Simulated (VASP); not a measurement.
# NaI (Fm-3m) in VASP: further runs, part 2 of 2

VASP 6.6.1. The steps go on from the part before.

## 3. Single point, PBE

INCAR reads:

```
PREC     = Accurate       # precision mode
ENCUT    = 520            # plane-wave cutoff, eV
EDIFF    = 1E-6           # SCF threshold, eV
ISMEAR   = -1             # smearing method
SIGMA    = 0.05           # smearing width, eV
LREAL    = False          # projectors in reciprocal space
LASPH    = True           # aspherical terms in the spheres
NELM     = 60             # most SCF steps
ALGO     = Normal         # electronic algorithm
ISIF     = 2              # what is computed and relaxed
LWAVE    = False          # write WAVECAR
LCHARG   = False          # write CHGCAR
GGA      = PE             # functional
NBANDS   = 14             # bands
```

KPOINTS reads:

```
Automatic mesh
0
Gamma
  6 6 6
```

POSCAR reads:

```
NaI
1.0
    0.0000000000      3.2364000000      3.2364000000
    3.2364000000      0.0000000000      3.2364000000
    3.2364000000      3.2364000000      0.0000000000
I Na
1 1
Direct
    0.5000000000      0.5000000000      0.5000000000
    0.0000000000      0.0000000000      0.0000000000
```

Potentials or basis: VASP PAW PBE potentials, release 64 (I, Na_pv).

On the command line:

```console
> cat potpaw_PBE.64/I/POTCAR potpaw_PBE.64/Na_pv/POTCAR > POTCAR
> mpirun -np 1 vasp_std > vasp.out
```

OUTCAR:

```text
PREC = Accurate
   ENCUT = 520
   EDIFF = 1E-6
   ISMEAR = -1
   LREAL = False
   LASPH = True
   NELM = 60
   ISIF = 2
   GGA = PE

 ion  position               nearest neighbor table
   1  0.500  0.500  0.500-
   2  0.000  0.000  0.000-

  LATTYP: Found a face centered cubic cell.
 ALAT       =     6.4728000000

  Lattice vectors:

 A1 = (   0.0000000000,   3.2364000000,   3.2364000000)
 A2 = (   3.2364000000,   0.0000000000,   3.2364000000)
 A3 = (   3.2364000000,   3.2364000000,   0.0000000000)

Analysis of symmetry for initial positions (statically):
=====================================================================
 Subroutine PRICEL returns:
 Original cell was already a primitive cell.

 Routine SETGRP: Setting up the symmetry group for a
 face centered cubic supercell.

 Subroutine GETGRP returns: Found 48 space group operations
 (whereof 48 operations were pure point group operations)
 out of a pool of 48 trial point group operations.

The static configuration has the point symmetry O_h .
[... 161 lines left out ...]
      1     -21.6330      2.00000
      2     -21.6330      2.00000
      3     -21.6330      2.00000
      4     -10.2110      2.00000
      5       0.8066      2.00000
      6       0.8066      2.00000
      7       0.8066      2.00000
      8       4.4470      0.00000
      9       8.7362      0.00000
     10       8.7362      0.00000
     11       8.7362      0.00000
     12      10.5544      0.00000
     13      10.5544      0.00000
     14      11.2413      0.00000
[... 241 lines left out ...]
      1     -21.6364      2.00000
      2     -21.6353      2.00000
      3     -21.6348      2.00000
      4      -9.8138      2.00000
      5      -0.8611      2.00000
      6      -0.2968      2.00000
      7      -0.0804      2.00000
      8       6.1615      0.00000
      9       7.3059      0.00000
     10       9.3703      0.00000
     11       9.4298      0.00000
     12      12.4160      0.00000
     13      13.2606      0.00000
     14      13.4339      0.00000

------------------------ aborting loop because EDIFF is reached ----------------------------------------

  FORCE on cell =-STRESS in cart. coord.  units (eV):
  Direction    XX          YY          ZZ          XY          YZ          ZX
  --------------------------------------------------------------------------------------
  -------------------------------------------------------------------------------------
  Total        0.1879580      0.1879580      0.1879580      0.0000000      0.0000000     -0.0000000
  in kB        4.4417580      4.4417580      4.4417580      0.0000000      0.0000000     -0.0000000
  external PRESSURE =       4.4417580 kB  Pullay stress =       0.0000000 kB

 VOLUME and BASIS-vectors are now :
 -----------------------------------------------------------------------------
  energy-cutoff  :      520.00
  volume of cell :       67.80
      direct lattice vectors                 reciprocal lattice vectors
     0.000000000  3.236400000  3.236400000    -0.154492646  0.154492646  0.154492646
     3.236400000  0.000000000  3.236400000     0.154492646 -0.154492646  0.154492646
     3.236400000  3.236400000  0.000000000     0.154492646  0.154492646 -0.154492646

 POSITION                                       TOTAL-FORCE (eV/Angst)
 -----------------------------------------------------------------------------------
      3.23640      3.23640      3.23640         0.000000      0.000000      0.000000
      0.00000      0.00000      0.00000        -0.000000      0.000000     -0.000000
 -----------------------------------------------------------------------------------
    total drift:                                0.000000      0.000000      0.000000

  FREE ENERGIE OF THE ION-ELECTRON SYSTEM (eV)
  ---------------------------------------------------
  free  energy   TOTEN  =        -5.3849267408 eV

  energy  without entropy=       -5.3849267408  energy(sigma->0) =       -5.38492674
```

OSZICAR:

```text
N       E                     dE             d eps       ncg     rms          rms(c)
DAV:   1     0.843742593034E+02    0.84374E+02   -0.64351E+03   448   0.871E+02
DAV:   2     0.147608401088E+01   -0.82898E+02   -0.76271E+02   466   0.226E+02
DAV:   3    -0.528706823225E+01   -0.67632E+01   -0.67189E+01   586   0.618E+01
DAV:   4    -0.544845967326E+01   -0.16139E+00   -0.16136E+00   526   0.957E+00
DAV:   5    -0.545258199674E+01   -0.41223E-02   -0.41223E-02   620   0.151E+00    0.163E+00
DAV:   6    -0.539151195181E+01    0.61070E-01   -0.70849E-02   532   0.155E+00    0.110E+00
DAV:   7    -0.538287897814E+01    0.86330E-02   -0.64913E-02   556   0.131E+00    0.611E-01
DAV:   8    -0.538494780223E+01   -0.20688E-02   -0.53009E-03   520   0.575E-01    0.176E-01
DAV:   9    -0.538491186296E+01    0.35939E-04   -0.20321E-04   538   0.124E-01    0.394E-02
DAV:  10    -0.538492579289E+01   -0.13930E-04   -0.35652E-05   538   0.600E-02    0.107E-02
DAV:  11    -0.538492674082E+01   -0.94793E-06   -0.40081E-06   544   0.194E-02
   1 F= -.53849267E+01 E0= -.53849267E+01  d E =-.189463E-10
```

Run time: 34 s. Hardware: 1 thread of AMD EPYC 7R13, shared host; peak memory 0.18 GiB.

Results:

| Item | Value |
| --- | --- |
| Free energy | -5.3849 eV |
| Pressure | 0.4 GPa |
| Band gap on the k mesh | 3.64 eV, direct |

Levels at points of the mesh, in eV from the valence-band top:
| k point | band 3 | band 4 | band 5 | band 6 | band 7 | band 8 | band 9 | band 10 | band 11 | band 12 |
| --- | --- | --- | --- | --- | --- | --- | --- | --- | --- | --- |
| (0.00, 0.00, 0.00) | -22.44 | -11.02 | 0.00 | 0.00 | 0.00 | 3.64 | 7.93 | 7.93 | 7.93 | 9.75 |
| (0.50, 0.00, 0.00) | -22.44 | -10.70 | -2.18 | -0.28 | -0.28 | 5.09 | 7.44 | 7.44 | 8.73 | 10.31 |
| (0.50, 0.50, 0.00) | -22.44 | -10.63 | -1.90 | -0.74 | -0.74 | 4.49 | 5.55 | 9.87 | 11.30 | 11.30 |

Caveat: spin-orbit coupling is left out, which moves the levels of the heavy elements. A hybrid or GW would open this gap; PBE tends to underestimate it.

## 4. Single point, PBE

INCAR reads:

```
SYSTEM = NaI
  PREC = Accurate
  ENCUT = 520
  EDIFF = 1E-6
  ISMEAR = -1
  SIGMA = 0.05
  LREAL = .FALSE.
  LASPH = .TRUE.
  NELM = 100
  ALGO = Normal
  ISIF = 2
  LWAVE = .FALSE.
  LCHARG = .TRUE.
  GGA = PE
  LELF = .TRUE.
  LVHAR = .TRUE.
  NBANDS = 14
```

KPOINTS reads:

```
regular mesh
0
G
  6 6 6
  0 0 0
```

POSCAR is that of step 3.

On the command line:

```console
> cat potpaw_PBE.64/I/POTCAR potpaw_PBE.64/Na_pv/POTCAR > POTCAR
> mpirun -np 1 vasp_std > vasp.out
```

It took 35 s on 1 thread of AMD EPYC 7R13, shared host; peak memory 0.18 GiB.

The run converged. Its results:

- Free energy: -5.3849 eV
- Pressure: 0.4 GPa
- Band gap on the k mesh: 3.64 eV, direct

Levels at points of the mesh, in eV from the valence-band top:
```
           k point  band 5  band 6  band 7  band 8  band 9  band 10
(0.00, 0.00, 0.00)    0.00    0.00    0.00    3.64    7.93     7.93
(0.50, 0.00, 0.00)   -2.18   -0.28   -0.28    5.09    7.44     7.44
(0.50, 0.50, 0.00)   -1.90   -0.74   -0.74    4.49    5.55     9.87
```

Caveat: spin-orbit coupling is left out, which moves the levels of the heavy elements. As with any semilocal functional, this PBE gap is likely too small.
